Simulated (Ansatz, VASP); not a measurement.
One calculation of Te3O2, two programs

INCAR

```
PREC     = Accurate       # precision mode
ENCUT    = 600            # plane-wave cutoff, eV
EDIFF    = 1E-6           # SCF threshold, eV
ISMEAR   = 0              # smearing method
SIGMA    = 0.1            # smearing width, eV
LREAL    = F              # projectors in reciprocal space
LASPH    = T              # aspherical terms in the spheres
NELM     = 80             # most SCF steps
ALGO     = Normal         # electronic algorithm
ISIF     = 3              # what is computed and relaxed
LWAVE    = F              # write WAVECAR
LCHARG   = F              # write CHGCAR
GGA      = PE             # functional
IBRION   = 2              # ionic algorithm
NSW      = 90             # ionic steps
EDIFFG   = -0.04          # ionic threshold
```

Contents of KPOINTS:

```
regular mesh
0
Gamma
  3 3 6
```

The input POSCAR:

```
Te3O2
1.0
    6.1075864210      0.0000000000      0.0000000000
   -3.0537932105      5.2893249964      0.0000000000
    0.0000000000      0.0000000000      3.6750663685
Te O
3 2
Direct
    0.5000000000      0.0000000000      0.5000000000
    0.0000000000      0.5000000000      0.5000000000
    0.5000000000      0.5000000000      0.5000000000
    0.0000000000      0.0000000000      0.1703502008
    0.0000000000      0.0000000000      0.8296497992
```

Input for Ansatz:

```yaml
crystal:
  lattice:
    - [6.107586421, 0.0, 0.0]
    - [-3.0537932105, 5.2893249964, 0.0]
    - [0.0, 0.0, 3.6750663685]
  atoms:
    - { symbol: Te, position: [0.5, 0.0, 0.5] }
    - { symbol: Te, position: [0.0, 0.5, 0.5] }
    - { symbol: Te, position: [0.5, 0.5, 0.5] }
    - { symbol: O, position: [0.0, 0.0, 0.1703502008] }
    - { symbol: O, position: [0.0, 0.0, 0.8296497992] }
basis:
  ecutwfc: 420
kpoints:
  mp_grid: { grid: [3, 3, 6] }
hamiltonian:
  xc: pbe
scf:
  occupations: { method: gaussian, width: 0.1 }
  lower_state_search: "off"
output:
  forces: true
  stress: true
  eigenvalues: true
relax:
  adjacent_minimum: "off"
  f_tol: 0.04
  max_steps: 70
  cell: { stress_tol: 0.4 }
```

Alike in both runs: task relaxation of cell and atoms; functional PBE; k mesh 3 × 3 × 6; occupations gaussian, width 0.1 eV; no spin polarisation.

|  | VASP | Ansatz |
| --- | --- | --- |
| version | VASP 6.6.1 | Ansatz 0.2.0 |
| potentials or method | VASP PAW PBE potentials, release 64 (Te, O), cutoff 600 eV | scalar-relativistic, plane waves, PAW |
| valence electrons in the cell | 30 | 60 |

|  | VASP | Ansatz | Ansatz less VASP |
| --- | --- | --- | --- |
| gap on the k mesh at the Fermi level, each at its own relaxed structure (eV) | none | none | - |
| relaxed volume (Å³/atom) | 23.85 | 23.98 | +0.131 |
| relaxed cell length with the largest relative difference (Å) | 3.867 | 3.879 | +0.0113 |

A gap of «none» marks a metal or a gap that the smearing closes. VASP's potentials hold 30 valence electrons a cell and Ansatz's 60, so a difference there can come from the potentials and not from the codes.

The k mesh is coarse, so the values compare programs but aren't converged. Spin-orbit coupling is off throughout. Noted on VASP's run: the standard files for N, O and F lose accuracy on very short bonds.
